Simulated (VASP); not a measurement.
# W (P1) in VASP: single point with PBE

Aim: the single point of W with PBE.

All numbers are computed with VASP 6.6.1; they aren't measurements. Logs are shortened: lines on timing, memory, paths and dates and some standing lists are left out, and cuts for length are marked.

### Step 1. The cell of the first run

The typed cell holds 16 atoms: a = 6.621 Å, b = 6.621 Å, c = 6.621 Å, α = 90.00°, β = 90.00°, γ = 90.00°.

### Step 2. Single point, PBE

Contents of INCAR:

```
ALGO = Normal
EDIFF = 1E-7
ENCUT = 520
GGA = PE
ISIF = 2
ISMEAR = -1
LASPH = True
LCHARG = False
LREAL = Auto
LWAVE = False
NBANDS = 126
NELM = 100
PREC = Accurate
SIGMA = 0.17
```

Contents of KPOINTS:

```
k-points
0
Gamma
  3 3 3
```

Contents of POSCAR:

```
W
1.0
    6.6213980000      0.0000000000      0.0000000000
    0.0000000000      6.6213980000      0.0000000000
    0.0000000000      0.0000000000      6.6213980000
W
16
Direct
    0.0050140469      0.0004983842     -0.0168091391
    0.4974327174      0.0027335617     -0.0017821010
    0.0069169683      0.5004079199     -0.0022351775
    0.0225481084     -0.0183798044      0.5143022667
    0.2504153957      0.2554143400      0.2310237204
    0.4935664644      0.5004381250     -0.0063883790
    0.5008760990     -0.0110550672      0.5199053130
    0.7413540162      0.2672396373      0.2130214798
    0.0192708549      0.5169150080      0.4956355138
    0.2412028396      0.7279429510      0.2621349751
    0.2451446054      0.2489202431      0.7688859664
    0.4948501812      0.5202677743      0.4810011421
    0.7476819850      0.7389829157      0.2487541151
    0.7413389136      0.2430151457      0.7719668868
    0.2423506335      0.7490865222      0.7571512844
    0.7500379829      0.7575741558      0.7633886379
```

Potentials or basis: VASP PAW PBE potentials, release 64 (W_sv).

Command:

```sh
cat potpaw_PBE.64/W_sv/POTCAR > POTCAR
mpirun -np 1 vasp_std > vasp.out
```

OUTCAR:

```text
EDIFF = 1E-7
   ENCUT = 520
   GGA = PE
   ISIF = 2
   ISMEAR = -1
   LASPH = True
   LREAL = Auto
   NELM = 100
   PREC = Accurate

 ion  position               nearest neighbor table
   1  0.005  0.000  0.983-  11 2.69  15 2.74  16 2.75  14 2.75   5 2.86   8 2.91  13 3.00  10 3.02
                             4 3.11   2 3.26   3 3.31   3 3.31   2 3.36
   2  0.497  0.003  0.998-  14 2.72   8 2.77  11 2.78  16 2.80   5 2.80  15 2.87  13 2.92  10 3.04
                             7 3.17   1 3.26   6 3.30   6 3.33   1 3.36   7 3.46
   3  0.007  0.500  0.998-   8 2.74  11 2.75   5 2.76  15 2.77  10 2.78  16 2.86  13 2.86  14 2.87
                             6 3.22   9 3.30   1 3.31   1 3.31   9 3.33   6 3.40
   4  0.023  0.982  0.514-  15 2.66  10 2.78  11 2.85  16 2.86  13 3.00   5 3.01  14 3.06   9 3.08
                             1 3.11   7 3.17   8 3.32   7 3.45
   5  0.250  0.255  0.231-   3 2.76   6 2.77   2 2.80   1 2.86   9 2.90  12 2.90   4 3.01  11 3.06
                             7 3.09  10 3.14   8 3.25   8 3.37
   6  0.494  0.500  0.994-   8 2.68  11 2.77   5 2.77  14 2.78  15 2.82  16 2.85  13 2.86  10 2.87
                             3 3.22  12 3.23   2 3.30   2 3.33  12 3.40   3 3.40
   7  0.501  0.989  0.520-  16 2.77  15 2.81  14 2.85  11 2.92  13 2.94  10 2.98   5 3.09  12 3.11
                             4 3.17   2 3.17   8 3.17   4 3.45   2 3.46
   8  0.741  0.267  0.213-   6 2.68   3 2.74   2 2.77   1 2.91  14 2.92  12 2.94   9 3.10  13 3.13
                             7 3.17   5 3.25   4 3.32   5 3.37
   9  0.019  0.517  0.496-  10 2.55  15 2.75  13 2.84   5 2.90  11 2.94  16 2.98   4 3.08   8 3.10
                            12 3.15  14 3.17   3 3.30   3 3.33  12 3.47
  10  0.241  0.728  0.262-   9 2.55  12 2.61   4 2.78   3 2.78   6 2.87   7 2.98   1 3.02   2 3.04
                             5 3.14  13 3.27  15 3.28  15 3.35  13 3.36
  11  0.245  0.249  0.769-   1 2.69   3 2.75   6 2.77   2 2.78   4 2.85   7 2.92   9 2.94   5 3.06
                            12 3.10  14 3.29  15 3.31  15 3.31  14 3.34
  12  0.495  0.520  0.481-  10 2.61  13 2.70  15 2.90   5 2.90   8 2.94  16 2.97  11 3.10   7 3.11
                            14 3.12   9 3.15   6 3.23   6 3.40   9 3.47
  13  0.748  0.739  0.249-  12 2.70   9 2.84   6 2.86   3 2.86   2 2.92   7 2.94   4 3.00   1 3.00
                             8 3.13  16 3.22  10 3.27  10 3.36  16 3.41
  14  0.741  0.243  0.772-   2 2.72   1 2.75   6 2.78   7 2.85   3 2.87   8 2.92   4 3.06  12 3.12
                             9 3.17  16 3.22  11 3.29  11 3.34  16 3.41
  15  0.242  0.749  0.757-   4 2.66   1 2.74   9 2.75   3 2.77   7 2.81   6 2.82   2 2.87  12 2.90
                            16 3.26  10 3.28  11 3.31  11 3.31  10 3.35  16 3.36
  16  0.750  0.758  0.763-   1 2.75   7 2.77   2 2.80   6 2.85   4 2.86   3 2.86  12 2.97   9 2.98
                            14 3.22  13 3.22  15 3.26  15 3.36  14 3.41  13 3.41

  LATTYP: Found a simple cubic cell.
 ALAT       =     6.6213980000

  Lattice vectors:

 A1 = (   6.6213980000,   0.0000000000,   0.0000000000)
 A2 = (   0.0000000000,   6.6213980000,   0.0000000000)
 A3 = (   0.0000000000,   0.0000000000,   6.6213980000)

Analysis of symmetry for initial positions (statically):
=====================================================================
 Subroutine PRICEL returns:
 Original cell was already a primitive cell.

 Routine SETGRP: Setting up the symmetry group for a
 simple cubic supercell.

 Subroutine GETGRP returns: Found  1 space group operations
 (whereof  1 operations were pure point group operations)
 out of a pool of 48 trial point group operations.

The static configuration has the point symmetry C_1 .

Analysis of symmetry for dynamics (positions and initial velocities):
=====================================================================
 Subroutine PRICEL returns:
 Original cell was already a primitive cell.

 Routine SETGRP: Setting up the symmetry group for a
 simple cubic supercell.

 Subroutine GETGRP returns: Found  1 space group operations
 (whereof  1 operations were pure point group operations)
 out of a pool of 48 trial point group operations.

The dynamic configuration has the point symmetry C_1 .

 Subroutine INISYM returns: Found  1 space group operations
 (whereof  1 operations are pure point group operations),
 and found     1 'primitive' translations

----------------------------------------------------------------------------------------

                                     Primitive cell

  volume of cell :     290.3014

  direct lattice vectors                    reciprocal lattice vectors
     6.621398000  0.000000000  0.000000000     0.151025509  0.000000000  0.000000000
     0.000000000  6.621398000  0.000000000     0.000000000  0.151025509  0.000000000
[... 54 lines left out ...]
     0.000000000  0.050341836  0.000000000     0.000000000  0.333333333  0.000000000
     0.000000000  0.000000000  0.050341836     0.000000000  0.000000000  0.333333333

  Length of vectors
     0.050341836  0.050341836  0.050341836

  Shift w.r.t. Gamma in fractional coordinates (k-lattice)
     0.000000000  0.000000000  0.000000000

 Subroutine IBZKPT returns following result:
 ===========================================

 Found     14 irreducible k-points:

 Following reciprocal coordinates:
            Coordinates               Weight
  0.000000  0.000000  0.000000      1.000000
  0.333333  0.000000  0.000000      2.000000
  0.000000  0.333333  0.000000      2.000000
  0.000000  0.000000  0.333333      2.000000
  0.333333  0.333333  0.000000      2.000000
  0.000000  0.333333  0.333333      2.000000
  0.333333  0.000000  0.333333      2.000000
 -0.333333  0.333333  0.000000      2.000000
 -0.333333  0.000000  0.333333      2.000000
  0.000000 -0.333333  0.333333      2.000000
  0.333333  0.333333  0.333333      2.000000
 -0.333333  0.333333  0.333333      2.000000
 -0.333333 -0.333333  0.333333      2.000000
  0.333333 -0.333333  0.333333      2.000000
   k-points           NKPTS =     14   k-points in BZ     NKDIM =     14   number of bands    NBANDS=    126
   number of dos      NEDOS =    301   number of ions     NIONS =     16
   total plane-waves  NPLWV = 125000
   dimension x,y,z NGX =    50 NGY =   50 NGZ =   50
   dimension x,y,z NGXF=   100 NGYF=  100 NGZF=  100
   ions per type =              16
   NGX,Y,Z   is equivalent  to a cutoff of  12.55, 12.55, 12.55 a.u.
   NGXF,Y,Z  is equivalent  to a cutoff of  25.11, 25.11, 25.11 a.u.
 SYSTEM =  unknown system
   PREC   = accura    normal or accurate (medium, high low for compatibility)
   ISTART =      0    job   : 0-new  1-cont  2-samecut
   ICHARG =      2    charge: 1-file 2-atom 10-const
   ISPIN  =      1    spin polarized calculation?
   LNONCOLLINEAR =      F non collinear calculations
   LSORBIT =      F    spin-orbit coupling
   LASPH  =      T    aspherical Exc in radial PAW
   ENCUT  =  520.0 eV  38.22 Ry    6.18 a.u.  12.31 12.31 12.31*2*pi/ulx,y,z
   NELM   =    100;   NELMIN=  2; NELMDL= -5     # of ELM steps
   EDIFF  = 0.1E-06   stopping-criterion for ELM
   LREAL  =      T    real-space projection
   EDIFFG = 0.1E-05   stopping-criterion for IOM
   NSW    =      0    number of steps for IOM
   IBRION =     -1    ionic relax: 0-MD 1-quasi-New 2-CG
   NFREE  =      0    steps in history (QN), initial steepest desc. (CG)
   ISIF   =      2    stress and relaxation
   ISYM   =      2    0-nonsym 1-usesym 2-fastsym
   POTIM  = 0.5000    time-step for ionic-motion
   TEBEG  =    0.0;   TEEND  =   0.0 temperature during run
   PSTRESS=    0.0 pullay stress
   NELECT =     224.0000    total number of electrons
   NUPDOWN=      -1.0000    fix difference up-down
   EMIN   =  10.00;   EMAX   =-10.00  energy-range for DOS
   EFERMI =   0.00;   METHOD = LEGACY
   ISMEAR =    -1;   SIGMA  =   0.17  broadening in eV -4-tet -1-fermi 0-gaus
   EFERMI_NEDOS =   21; number of points for ismear=-14 and -15
   IALGO  =     38    algorithm
   IMIX   =      4    mixing-type and parameters
     AMIX     =   0.40;   BMIX     =  1.00
     AMIX_MAG =   1.60;   BMIX_MAG =  1.00
  volume/ion in A,a.u.               =      18.14       122.44
  Fermi-wavevector in a.u.,A,eV,Ry     =   1.501555  2.837527 30.676598  2.254666
  Thomas-Fermi vector in A             =   2.612910
   LORBIT       =      0    0 simple, 1 ext, 2 COOP (PROOUT), +10 PAW based schemes
   GGA     = PE    functional components
[... 5 lines left out ...]
 non-spin polarized calculation
  energy-cutoff  :      520.00
  volume of cell :      290.30
 maximum number of plane-waves:      7842
 NGX is ok and might be reduce to    50
   NGX = 25   NGY = 25   NGZ = 25

 number of electron     223.9999989 magnetization

 Free energy of the ion-electron system (eV)
  ---------------------------------------------------
  ext. energy  EPLUGINS =         0.00000000
  ---------------------------------------------------
  free energy    TOTEN  =      -202.40506694 eV

  energy without entropy =     -201.48022948  energy(sigma->0) =     -201.94264821

 E-fermi :   9.4644     XC(G=0): -12.8566

 val. band max:        9.4551288842   @ k =   0.3333   0.0000   0.3333
 cond. band min:       9.4898152746   @ k =   0.0000   0.3333   0.3333
 fundamental gap:      0.0346863904
 Fermi energy:         9.4643559095

 k-point     1 :       0.0000    0.0000    0.0000
  band No.  band energies     occupation
      1     -64.7521      2.00000
      2     -64.7226      2.00000
      3     -64.7072      2.00000
      4     -64.7021      2.00000
      5     -64.6964      2.00000
      6     -64.6799      2.00000
[... 1767 lines left out ...]
    123      11.2384      0.00006
    124      11.2946      0.00004
 [bands above 124 left out]

------------------------ aborting loop because EDIFF is reached ----------------------------------------

  FORCE on cell =-STRESS in cart. coord.  units (eV):
  Direction    XX          YY          ZZ          XY          YZ          ZX
  --------------------------------------------------------------------------------------
  -------------------------------------------------------------------------------------
  Total      -41.7527687    -39.0516289    -36.7647974      0.0307372     -1.2986226     -0.0985659
  in kB     -230.4341184   -215.5264899   -202.9054349      0.1696393     -7.1671166     -0.5439868
  external PRESSURE =    -216.2886810 kB  Pullay stress =       0.0000000 kB

 VOLUME and BASIS-vectors are now :
 -----------------------------------------------------------------------------
  energy-cutoff  :      520.00
  volume of cell :      290.30
      direct lattice vectors                 reciprocal lattice vectors
     6.621398000  0.000000000  0.000000000     0.151025509  0.000000000  0.000000000
     0.000000000  6.621398000  0.000000000     0.000000000  0.151025509  0.000000000
     0.000000000  0.000000000  6.621398000     0.000000000  0.000000000  0.151025509

 POSITION                                       TOTAL-FORCE (eV/Angst)
 -----------------------------------------------------------------------------------
      0.03320      0.00330      6.51010        -0.509908     -0.029485      2.023621
      3.29370      0.01810      6.60960         0.176460     -0.403063      0.846893
      0.04580      3.31340      6.60660        -0.839384      0.022253      0.042178
      0.14930      6.49970      3.40540        -1.481823      1.631376     -1.257025
      1.65810      1.69120      1.52970        -0.104942     -1.000997      1.749267
      3.26810      3.31360      6.57910         0.551128      0.246077      0.024933
[... 8 lines left out ...]
      1.60470      4.96000      5.01340         1.006919      0.006144     -0.237047
      4.96630      5.01620      5.05470        -0.249210     -0.700021     -1.113661
 -----------------------------------------------------------------------------------
    total drift:                                0.002691     -0.006949      0.007570

  FREE ENERGIE OF THE ION-ELECTRON SYSTEM (eV)
  ---------------------------------------------------
  free  energy   TOTEN  =      -202.4050669429 eV

  energy  without entropy=     -201.4802294775  energy(sigma->0) =     -201.94264821
```

Run time: 23 min. Hardware: 1 thread of Intel Xeon Platinum 8488C (Sapphire Rapids), shared host; peak memory 0.52 GiB.

What came out:

```yaml
Free_energy: -202.4051 eV
Pressure: -21.6 GPa
Largest_force: 2.867 eV/Å
Band_gap_on_the_k_mesh: zero (band 112 reaches 9.61 eV, above the bottom of band 113 at 9.50 eV)
```

Forces on the atoms (eV/Å):
```
W   -0.510 -0.029  2.024
W    0.176 -0.403  0.847
W   -0.839  0.022  0.042
W   -1.482  1.631 -1.257
W   -0.105 -1.001  1.749
W    0.551  0.246  0.025
W    0.438  1.050 -1.038
W    0.391 -1.136  2.603
W   -1.816 -2.049  0.608
W    0.804  2.440 -1.170
W    0.394  0.073 -2.185
W    0.989 -1.871  1.143
W    0.004  1.275  0.388
W    0.246  0.447 -2.428
W    1.007  0.006 -0.237
W   -0.249 -0.700 -1.114
```

Stress tensor (GPa, compression positive):
```
-23.04   0.02  -0.05
  0.02 -21.55  -0.72
 -0.05  -0.72 -20.29
```

Caveat: spin-orbit coupling is left out, which moves the levels of the heavy elements; forces of over 1 eV/Å act on the atoms, so gaps and moduli don't describe the material at rest.
